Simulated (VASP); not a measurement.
Cu:

```xyz
1
Lattice="0.0000 1.8075 1.8075 1.8075 0.0000 1.8075 1.8075 1.8075 0.0000" Properties=species:S:1:pos:R:3 pbc="T T T"
Cu    0.0000    0.0000    0.0000
```

| Item | Value |
| --- | --- |
| Program | VASP 6.6.1 |
| Task | relaxation of cell and atoms |
| Functional | LDA |
| Potentials or basis | VASP PAW LDA potentials, release 64 (Cu) |
| Cutoff | 600 eV |
| k mesh | 18 × 18 × 18 |
| Occupations | fermi-dirac, width 0.05 eV |
| Spin | no spin polarisation |

At the start: pressure -11.6 GPa; volume 11.81 Å³/atom.

**Question.** How do energy, volume and symmetry change on relaxing?

**Answer.** Over 5 steps the energy falls by 33.8 meV/atom and the volume is 10.95 Å³/atom (-7.3 %); space group Fm-3m (No. 225, to 0.05 Å).

The path:
```
step  energy change (eV)  largest force (eV/Å)  pressure (GPa)  volume (Å³)
   1              0.0000                0.0000          -11.57        11.81
   2             -0.0175                0.0000           10.30        10.41
   3             -0.0338                0.0000           -0.09        10.95
   4             -0.0338                0.0000            0.20        10.93
   5             -0.0338                0.0000           -0.07        10.95
```

Final structure:
```xyz
1
Lattice="0.0000 1.7625 1.7625 1.7625 0.0000 1.7625 1.7625 1.7625 0.0000" Properties=species:S:1:pos:R:3 pbc="T T T"
Cu    0.0000    0.0000    0.0000
```
